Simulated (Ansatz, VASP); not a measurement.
# One calculation of MgO, two programs

```
Mg O
1.0
     3.27340    0.00000    0.00000
    -1.63670    2.83485    0.00000
     0.00000    0.00000    4.91274
Mg O
2 2
Direct
  0.33333 0.66667 0.00165
  0.66667 0.33333 0.50165
  0.33333 0.66667 0.40295
  0.66667 0.33333 0.90295
```

Alike in both runs: functional LDA; k mesh 6 × 6 × 4; occupations gaussian, width 0.02 eV; no spin polarisation.

Ansatz relaxed the structure, and its values are those at the end. VASP's run is a single point on that final structure, the one shown.

|  | VASP | Ansatz |
| --- | --- | --- |
| version | VASP 6.6.1 | Ansatz 0.2.0 |
| potentials or method | VASP PAW LDA potentials, release 64 (Mg_sv, O), cutoff 840 eV | scalar-relativistic, plane waves, PAW |
| valence electrons in the cell | 32 | 32 |

|  | VASP | Ansatz | Ansatz less VASP |
| --- | --- | --- | --- |
| gap on the k mesh at the Fermi level (eV) | 3.55 | 3.54 | -0.004 |
| least direct gap on the mesh (eV) | 3.55 | 3.54 | -0.004 |
| pressure (GPa) | 0.4 | 0.0 | -0.44 |
| rms of the force components (eV/Å) | 0.005 | 0.001 | -0.0045 |

Ansatz warns that its potentials were made for another functional, while VASP's fit it. LDA's correlation is that of Perdew and Zunger in VASP and of Perdew and Wang (1992) in Ansatz.
